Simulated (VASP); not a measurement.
Te:

```
Te
1.0
     0.00000    4.72543    0.00000
     4.21895   -2.36272    0.00000
    -0.12998    0.00000   -3.94319
Te
3
Direct
  0.32400 0.64800 0.32500
  0.67600 0.35200 0.67500
  0.00000 0.00000 0.00000
```

```yaml
Program: VASP 6.6.1
Task: relaxation of cell and atoms
Functional: PBE
Potentials_or_basis: VASP PAW PBE potentials, release 64 (Te)
Cutoff: 600 eV
k_mesh: 5 × 5 × 6
Occupations: fermi-dirac, width 0.1 eV
Spin: no spin polarisation
```

At the start: pressure 10.4 GPa; volume 26.20 Å³/atom.

Task: How do energy, volume and symmetry change on relaxing?

Result: Over 14 steps the energy falls by 204.0 meV/atom and the volume is 32.75 Å³/atom (+25.0 %); space group C2/m (No. 12, to 0.05 Å).

The path:
| step | energy change (eV) | largest force (eV/Å) | pressure (GPa) | volume (Å³) |
| --- | --- | --- | --- | --- |
| 1 | 0.0000 | 0.5162 | 10.44 | 78.61 |
| 2 | -0.2476 | 0.0992 | -3.97 | 99.68 |
| 3 | -0.3608 | 0.1581 | -0.21 | 90.96 |
| 4 | -0.4348 | 0.1487 | -0.08 | 91.90 |
| 5 | -0.5515 | 0.1051 | 0.51 | 93.90 |
| 6 | -0.5825 | 0.2161 | 1.43 | 95.67 |
| 7 | -0.4923 | 0.0583 | -3.64 | 107.10 |
| 8 | -0.6007 | 0.1540 | -0.38 | 98.95 |
| 9 | -0.6007 | 0.1570 | -0.28 | 98.76 |
| 10 | -0.6094 | 0.0754 | 0.05 | 98.04 |
| 11 | -0.6097 | 0.0599 | 0.12 | 97.90 |
| 12 | -0.6111 | 0.0129 | -0.17 | 98.51 |
| 13 | -0.6111 | 0.0052 | -0.22 | 98.62 |
| 14 | -0.6120 | 0.0209 | -0.01 | 98.25 |

Final structure:
```
Te
1.0
     0.00000    4.63172    0.00000
     3.81604   -2.31586   -0.14271
    -0.03475    0.00000   -5.55768
Te
3
Direct
  0.33291 0.66582 0.33242
  0.66709 0.33418 0.66758
  0.00000 0.00000 0.00000
```

Caveat: the volume moved by over 15 % at a fixed basis, so the end points are rough; the volume moved by +25 % from the deposited cell, more than functionals usually miss.
